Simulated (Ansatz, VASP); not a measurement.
## One calculation of Co, two programs

Contents of INCAR:

```
  PREC = Accurate
  ENCUT = 520
  EDIFF = 1E-6
  ISMEAR = -1
  SIGMA = 0.05
  LREAL = False
  LASPH = True
  NELM = 150
  ALGO = Normal
  ISIF = 2
  LWAVE = False
  LCHARG = False
  ISPIN = 2
  MAGMOM = 2
  LORBIT = 11
  LMAXMIX = 4
  GGA = PS
  NBANDS = 14
```

Contents of KPOINTS:

```
Automatic mesh
0
Gamma
  13 13 1
```

The input POSCAR:

```
Co
1.0
    2.3471500000      0.0000000000      0.0000000000
   -1.1735800000      2.0326900000      0.0000000000
    0.0000000000      0.0000000000     23.8000000000
Co
1
Direct
    0.0000000000      0.0000000000      0.2941200000
```

Contents of input.yaml:

```yaml
crystal:
  lattice:
    - [2.34715, 0.0, 0.0]
    - [-1.17358, 2.03269, 0.0]
    - [0.0, 0.0, 23.8]
  atoms:
    - { symbol: Co, position: [0.0, 0.0, 0.29412], spin: 2.0 }
kpoints:
  mp_grid: { grid: [13, 13, 1] }
scf:
  occupations: { method: fermi_dirac, width: 0.05 }
hamiltonian:
  xc: pbesol
  pseudopotentials: { kind: all_electron, lapw: { basis_error: 0.002 } }
magnetization:
  spin_polarized: true
output:
  forces: true
  stress: true
  eigenvalues: true
```

Alike in both runs: task single point; functional PBEsol; k mesh 13 × 13 × 1; occupations fermi-dirac, width 0.05 eV; collinear spin.

```csv
,VASP,Ansatz
version,VASP 6.6.1,Ansatz 0.2.0
potentials or method,"VASP PAW PBE potentials, release 64 (Co), cutoff 520 eV","all-electron LAPW, scalar-relativistic"
```

```csv
,VASP,Ansatz,Ansatz less VASP
gap on the k mesh at the Fermi level (eV),none,none,-
net moment per atom (μB),1.72,1.72,+0.001
size of the moment on the site where the two differ most (μB),1.76,1.81,+0.044
```

VASP's potentials were made for PBE, not for PBEsol. Site moments also hang on the region over which each program counts them. A gap of «none» marks a metal or a gap that the smearing closes. Ansatz ran all-electron here, and VASP with PAW potentials.
